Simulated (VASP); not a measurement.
A run of VASP 6.6.1:

INCAR

```
SYSTEM = Sr3Hg
PREC = Accurate
ENCUT = 520
EDIFF = 1E-7
ISMEAR = 1
SIGMA = 0.1
LREAL = .FALSE.
LASPH = .TRUE.
NELM = 100
ALGO = Normal
ISIF = 2
LWAVE = .FALSE.
LCHARG = .FALSE.
GGA = PS
NBANDS = 29
```

File KPOINTS:

```
regular mesh
0
G
  4 4 4
  0 0 0
```

POSCAR

```
Sr3Hg
1.0
    5.5130000000      0.0000000000      0.0000000000
    0.0000000000      5.5130000000      0.0000000000
    0.0000000000      0.0000000000      5.5130000000
Sr Hg
3 1
Direct
    0.5000000000      0.5000000000      0.0000000000
    0.5000000000      0.0000000000      0.5000000000
    0.0000000000      0.5000000000      0.5000000000
    0.0000000000      0.0000000000      0.0000000000
```

Potentials or basis: VASP PAW PBE potentials, release 64 (Sr_sv, Hg).

Launch:

```bash
$ cat potpaw_PBE.64/Sr_sv/POTCAR potpaw_PBE.64/Hg/POTCAR > POTCAR
$ mpirun -np 1 vasp_std > vasp.out
```

Hardware: 1 thread of Intel(R) Xeon(R) Platinum 8375C CPU @ 2.90GHz (Ice Lake) (shared host).

Q: Estimate the wall time of this run.

A: Wall time 63 s on 1 thread of Intel(R) Xeon(R) Platinum 8375C CPU @ 2.90GHz (Ice Lake), on a shared host, peak memory 0.26 GiB. Counts: scf iterations 15, k points 10.
